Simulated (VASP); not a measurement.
Crystal: CsH6.

```
Cs H
1.0
     4.96087    0.00000    0.00000
    -2.48044    4.29624    0.00000
     0.00000    0.00000    4.55301
Cs H
1 6
Direct
  0.00000 0.00000 0.50000
  0.30361 0.30361 0.26629
  0.00000 0.69639 0.26629
  0.69639 0.00000 0.26629
  0.00000 0.30361 0.73371
  0.30361 0.00000 0.73371
  0.69639 0.69639 0.73371
```

| Quantity | Value |
| --- | --- |
| Program | VASP 6.6.1 |
| Task | relaxation of cell and atoms |
| Functional | PBE |
| Potentials or basis | VASP PAW PBE potentials, release 64 (Cs_sv, H) |
| Cutoff | 600 eV |
| k mesh | 6 × 6 × 4 |
| Occupations | gaussian, width 0.1 eV |
| Spin | no spin polarisation |

At the start: pressure 8.3 GPa; volume 13.86 Å³/atom.

Problem. Where does the relaxation end?

Solution. Over 43 steps the energy falls by 1911.2 meV/atom and the volume is 19.85 Å³/atom (+43.2 %); space group P6/mmm (No. 191, to 0.05 Å).

The path:
```tsv
step	energy change (eV)	largest force (eV/Å)	pressure (GPa)	volume (Å³)
1	0.0000	1.7216	8.26	97.04
3	-1.0728	0.2256	-1.58	117.90
5	-1.1221	0.2591	-1.50	114.74
7	-1.6647	0.5951	-1.09	92.14
9	-1.7662	2.0637	124.68	31.06
11	-2.7814	3.7499	40.52	42.25
13	-2.2582	3.9661	85.02	34.38
15	-4.0377	3.5947	70.45	36.53
17	-9.2675	0.5614	37.39	47.28
19	-9.4326	2.8156	37.75	49.21
21	-10.8356	1.0544	22.93	56.02
23	-11.8049	2.0570	6.06	69.21
25	-13.0875	0.4040	1.41	96.98
27	-13.2015	0.6655	1.25	113.29
29	-13.2450	0.1972	-0.01	119.35
31	-13.2798	0.1214	-0.14	126.33
33	-13.3045	0.0529	-0.30	141.35
35	-13.3376	0.5290	-0.72	141.04
37	-13.3484	0.4500	-0.62	140.79
39	-13.3764	0.0477	-0.13	139.48
41	-13.3775	0.0692	0.00	139.14
43	-13.3782	0.0247	-0.05	138.96
```

Final structure:
```cif
data_structure
_symmetry_space_group_name_H-M 'P 1'
_symmetry_Int_Tables_number 1
_cell_length_a 5.4327
_cell_length_b 5.4327
_cell_length_c 5.4365
_cell_angle_alpha 90.000
_cell_angle_beta 90.000
_cell_angle_gamma 120.000
_cell_volume 138.96
loop_
_atom_site_label
_atom_site_type_symbol
_atom_site_fract_x
_atom_site_fract_y
_atom_site_fract_z
_atom_site_occupancy
Cs1 Cs 0.00000 0.00000 0.50000 1
H1 H 0.50292 0.50292 0.07097 1
H2 H 0.00000 0.49708 0.07097 1
H3 H 0.49708 0.00000 0.07097 1
H4 H 0.00000 0.50292 0.92903 1
H5 H 0.50292 0.00000 0.92903 1
H6 H 0.49708 0.49708 0.92903 1
```

Caveat: the volume moved by over 15 % at a fixed basis, so the end points are rough.
